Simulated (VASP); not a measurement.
Set up this calculation in VASP 6.6.1, as the native input.

| Item | Value |
| --- | --- |
| Task | single point |
| Functional | r2SCAN |
| Potentials or basis | VASP PAW PBE potentials, release 64 (Na_pv, H) |
| Cutoff | 520 eV |
| k mesh | 2 × 2 × 2 |
| Occupations | fermi-dirac, width 0.19 eV |
| Spin | no spin polarisation |
| Dipole correction | no |
| Further INCAR settings | LREAL = Auto; ALGO = Normal; EDIFF = 1e-06; NBANDS = 46 |

NaH:

```
Na H
1.0
     0.00000    4.82006    4.82006
     4.82006    0.00000    4.82006
     4.82006    4.82006    0.00000
Na H
8 8
Direct
  0.95960 0.95723 0.10810
  0.01009 0.06011 0.46903
  0.01137 0.49712 0.00999
  0.05560 0.54839 0.45805
  0.49724 0.97789 0.99039
  0.53459 0.91952 0.54075
  0.53633 0.43158 0.03347
  0.47546 0.52361 0.47142
  0.23185 0.26447 0.25593
  0.25797 0.22047 0.75302
  0.31228 0.66834 0.29305
  0.32588 0.72032 0.77672
  0.80656 0.23216 0.21399
  0.78837 0.28745 0.70606
  0.83931 0.69936 0.26395
  0.68763 0.72364 0.79421
```

The input as run:

POSCAR

```
NaH
1.0
    0.0000000000      4.8200580000      4.8200580000
    4.8200580000      0.0000000000      4.8200580000
    4.8200580000      4.8200580000      0.0000000000
Na H
8 8
Direct
   -0.0404047005     -0.0427652530      0.1081043008
    0.0100941731      0.0601083016      0.4690349162
    0.0113722698      0.4971241010      0.0099897138
    0.0556021318      0.5483926749      0.4580528906
    0.4972427718     -0.0221053357     -0.0096098429
    0.5345864095     -0.0804758988      0.5407475387
    0.5363330690      0.4315814250      0.0334727300
    0.4754582829      0.5236139275      0.4714240990
    0.2318518781      0.2644701578      0.2559335386
    0.2579708584      0.2204719321      0.7530194657
    0.3122813045      0.6683415428      0.2930510380
    0.3258780289      0.7203199630      0.7767240560
    0.8065612488      0.2321621441      0.2139928607
    0.7883671732      0.2874472672      0.7060550931
    0.8393104398      0.6993550700      0.2639476537
    0.6876288626      0.7236381803      0.7942124348
```

INCAR.step1

```
PREC     = Accurate       # precision mode
ENCUT    = 520            # plane-wave cutoff, eV
ISMEAR   = -1             # smearing method
SIGMA    = 0.19           # smearing width, eV
LREAL    = Auto         
LASPH    = True           # aspherical terms in the spheres
NELM     = 60             # most SCF steps
NBANDS   = 46             # bands
GGA      = PE             # functional
ALGO     = Normal         # electronic algorithm
EDIFF    = 1E-4           # SCF threshold, eV
LWAVE    = True           # write WAVECAR
LCHARG   = False          # write CHGCAR
```

INCAR.step2

```
PREC     = Accurate       # precision mode
ENCUT    = 520            # plane-wave cutoff, eV
EDIFF    = 1E-6           # SCF threshold, eV
ISMEAR   = -1             # smearing method
SIGMA    = 0.19           # smearing width, eV
LREAL    = Auto         
LASPH    = True           # aspherical terms in the spheres
NELM     = 60             # most SCF steps
ALGO     = Normal         # electronic algorithm
ISIF     = 2              # what is computed and relaxed
LWAVE    = False          # write WAVECAR
LCHARG   = False          # write CHGCAR
METAGGA  = R2SCAN         # meta-GGA
LMIXTAU  = True         
NBANDS   = 46             # bands
ISTART   = 1
```

KPOINTS

```
Automatic mesh
0
Gamma
  2 2 2
```

Potentials or basis: VASP PAW PBE potentials, release 64 (Na_pv, H).

Command:

```console
$ cat potpaw_PBE.64/Na_pv/POTCAR potpaw_PBE.64/H/POTCAR > POTCAR
$ cp INCAR.step1 INCAR
$ mpirun -np 1 vasp_std > vasp.out
$ cp INCAR.step2 INCAR
$ mpirun -np 1 vasp_std > vasp.out
```

It gave:

* Pressure: 3.2 GPa
* Largest force: 3.394 eV/Å
* Band gap on the k mesh: 3.41 eV (least direct gap 3.55 eV)

Caveat: the k points lie up to 0.56 Å⁻¹ apart; the atoms stand as in a frame of molecular dynamics; the PAW data sets were made with another functional, which shifts forces and pressure a little.

Wall time 7.2 min on 1 thread of Intel(R) Xeon(R) Platinum 8488C (Sapphire Rapids), on a shared host, peak memory 0.43 GiB.
